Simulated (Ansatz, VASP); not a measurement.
Two plane-wave programs on AlW3

File INCAR:

```
SYSTEM = AlW3
PREC = Accurate
ENCUT = 600
EDIFF = 1E-6
ISMEAR = 0
SIGMA = 0.1
LREAL = .FALSE.
LASPH = .TRUE.
NELM = 100
ALGO = Fast
ISIF = 3
LWAVE = .FALSE.
LCHARG = .FALSE.
GGA = PE
IBRION = 2
NSW = 90
EDIFFG = -0.04
```

File KPOINTS:

```
Automatic mesh
0
G
  6 6 2
  0 0 0
```

Contents of POSCAR:

```
AlW3
1.0
    3.2262187500      0.0000000000      0.0000000000
    0.0000000000      3.2262187500      0.0000000000
    0.0000000000      0.0000000000      8.1745722000
Al W
1 3
Direct
    0.0000000000      0.0000000000      0.0000000000
    0.5000000000      0.5000000000      0.7661913000
    0.0000000000      0.0000000000      0.5000000000
    0.5000000000      0.5000000000      0.2338087000
```

Input for Ansatz:

```yaml
crystal:
  lattice:
    - [3.22621875, 0.0, 0.0]
    - [0.0, 3.22621875, 0.0]
    - [0.0, 0.0, 8.1745722]
  atoms:
    - { symbol: Al, position: [0.0, 0.0, 0.0] }
    - { symbol: W, position: [0.5, 0.5, 0.7661913] }
    - { symbol: W, position: [0.0, 0.0, 0.5] }
    - { symbol: W, position: [0.5, 0.5, 0.2338087] }
basis:
  ecutwfc: 420
kpoints:
  mp_grid: { grid: [6, 6, 2] }
hamiltonian:
  xc: pbe
scf:
  occupations: { method: gaussian, width: 0.1 }
  lower_state_search: "off"
output:
  forces: true
  stress: true
  eigenvalues: true
relax:
  adjacent_minimum: "off"
  f_tol: 0.04
  max_steps: 70
  cell: { stress_tol: 0.4 }
```

Change from the starting cell: species swapped into the Tb3Mg type (P4/mmm, No. 123).

Alike in both runs: task relaxation of cell and atoms; functional PBE; k mesh 6 × 6 × 2; occupations gaussian, width 0.1 eV; no spin polarisation.

|  | VASP | Ansatz |
| --- | --- | --- |
| version | VASP 6.6.1 | Ansatz 0.2.0 |
| potentials or method | VASP PAW PBE potentials, release 64 (Al, W_sv), cutoff 600 eV | scalar-relativistic, plane waves, PAW |
| valence electrons in the cell | 45 | 45 |

```csv
,VASP,Ansatz,Ansatz less VASP
"gap on the k mesh at the Fermi level, each at its own relaxed structure (eV)",none,none,-
relaxed volume (Å³/atom),15.89,15.82,-0.073
relaxed cell length with the largest relative difference (Å),8.539,5.791,-2.7476
```

A gap of «none» marks a metal or a gap that the smearing closes. One of these differences is far larger than is usual between the two programs; its cause wasn't traced.

The k mesh is coarse, so the values compare programs but aren't converged. Neither program's run includes spin-orbit coupling. Noted on VASP's run: the volume moved by over 15 % at a fixed basis, so the end points are rough.
